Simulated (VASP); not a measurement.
Input of a VASP 6.6.1 run:

Contents of INCAR:

```
SYSTEM = BiN
PREC = Accurate
ENCUT = 520
EDIFF = 1E-6
ISMEAR = 0
SIGMA = 0.05
LREAL = .False.
LASPH = .True.
NELM = 80
ALGO = Normal
ISIF = 2
LWAVE = .False.
LCHARG = .True.
GGA = PS
LELF = .True.
LVHAR = .True.
NBANDS = 17
```

KPOINTS

```
Automatic mesh
0
Gamma
  12 12 10
  0 0 0
```

POSCAR

```
BiN
1.0
    3.4893699739      0.0000000000      0.0000000000
   -1.7446849870      3.0218830406      0.0000000000
    0.0000000000      0.0000000000      3.2651770091
Bi N
1 1
Direct
    0.0000000000      0.0000000000      0.0000000000
    0.6666666667      0.3333333333      0.5000000000
```

Potentials or basis: VASP PAW PBE potentials, release 64 (Bi_d, N).

Run with:

```bash
$ cat potpaw_PBE.64/Bi_d/POTCAR potpaw_PBE.64/N/POTCAR > POTCAR
$ mpirun -np 1 vasp_std > vasp.out
```

Question: Predict the pressure.

Answer: -4.6 GPa.

Question: Estimate the band gap on the k mesh.

Answer: Zero (band 10 reaches 9.05 eV, above the bottom of band 11 at 6.47 eV).

Stress tensor (GPa, compression positive):
```
-4.42  0.00  0.00
 0.00 -4.42  0.00
 0.00  0.00 -5.00
```

Caveat: the PAW data sets were made with another functional, which shifts forces and pressure a little; spin-orbit coupling is left out, which moves the levels of the heavy elements.
